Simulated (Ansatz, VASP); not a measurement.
**Cs3Ge2S3: VASP beside Ansatz**

Contents of INCAR:

```
PREC     = Accurate       # precision mode
ENCUT    = 600            # plane-wave cutoff, eV
EDIFF    = 1E-7           # SCF threshold, eV
ISMEAR   = 0              # smearing method
SIGMA    = 0.1            # smearing width, eV
LREAL    = F              # projectors in reciprocal space
LASPH    = T              # aspherical terms in the spheres
NELM     = 60             # most SCF steps
ALGO     = Normal         # electronic algorithm
ISIF     = 3              # what is computed and relaxed
LWAVE    = F              # write WAVECAR
LCHARG   = F              # write CHGCAR
GGA      = PE             # functional
IBRION   = 2              # ionic algorithm
NSW      = 90             # ionic steps
EDIFFG   = -0.04          # ionic threshold
```

File KPOINTS:

```
regular mesh
0
Gamma
  3 3 3
```

The input POSCAR:

```
Cs3Ge2S3
1.0
    3.2568108800      1.8803206400      7.5386219300
   -3.2568108800      1.8803206400      7.5386219300
    0.0000000000     -3.7606412700      7.5386219300
Cs Ge S
3 2 3
Direct
    0.5000000000      0.5000000000      0.5000000000
    0.0807000000      0.0807000000      0.0807000000
    0.9193000000      0.9193000000      0.9193000000
    0.2423000000      0.2423000000      0.2423000000
    0.7577000000      0.7577000000      0.7577000000
    0.5000000000      0.5000000000      0.0000000000
    0.0000000000      0.5000000000      0.5000000000
    0.5000000000      0.0000000000      0.5000000000
```

Input for Ansatz:

```yaml
crystal:
  lattice:
    - [3.25681088, 1.88032064, 7.53862193]
    - [-3.25681088, 1.88032064, 7.53862193]
    - [0.0, -3.76064127, 7.53862193]
  atoms:
    - { symbol: Cs, position: [0.5, 0.5, 0.5] }
    - { symbol: Cs, position: [0.0807, 0.0807, 0.0807] }
    - { symbol: Cs, position: [0.9193, 0.9193, 0.9193] }
    - { symbol: Ge, position: [0.2423, 0.2423, 0.2423] }
    - { symbol: Ge, position: [0.7577, 0.7577, 0.7577] }
    - { symbol: S, position: [0.5, 0.5, 0.0] }
    - { symbol: S, position: [0.0, 0.5, 0.5] }
    - { symbol: S, position: [0.5, 0.0, 0.5] }
basis:
  ecutwfc: 420
kpoints:
  mp_grid: { grid: [3, 3, 3] }
hamiltonian:
  xc: pbe
scf:
  occupations: { method: gaussian, width: 0.1 }
  lower_state_search: "off"
output:
  forces: true
  stress: true
  eigenvalues: true
relax:
  adjacent_minimum: "off"
  f_tol: 0.04
  max_steps: 70
  cell: { stress_tol: 0.4 }
```

Change from the starting cell: species swapped into the K3Sb2Au3 type (R-3m, No. 166).

Alike in both runs: task relaxation of cell and atoms; functional PBE; k mesh 3 × 3 × 3; occupations gaussian, width 0.1 eV; no spin polarisation.

|  | VASP | Ansatz |
| --- | --- | --- |
| version | VASP 6.6.1 | Ansatz 0.2.0 |
| potentials or method | VASP PAW PBE potentials, release 64 (Cs_sv, Ge_d, S), cutoff 600 eV | scalar-relativistic, plane waves, PAW |
| valence electrons in the cell | 73 | 73 |

```tsv
	VASP	Ansatz	Ansatz less VASP
gap on the k mesh at the Fermi level, each at its own relaxed structure (eV)	none	none	-
relaxed volume (Å³/atom)	39.36	39.12	-0.241
relaxed cell length with the largest relative difference (Å)	7.747	7.756	+0.0092
```

A gap of «none» marks a metal or a gap that the smearing closes.

The k mesh is coarse, so the values compare programs but aren't converged. Spin-orbit coupling is off throughout.
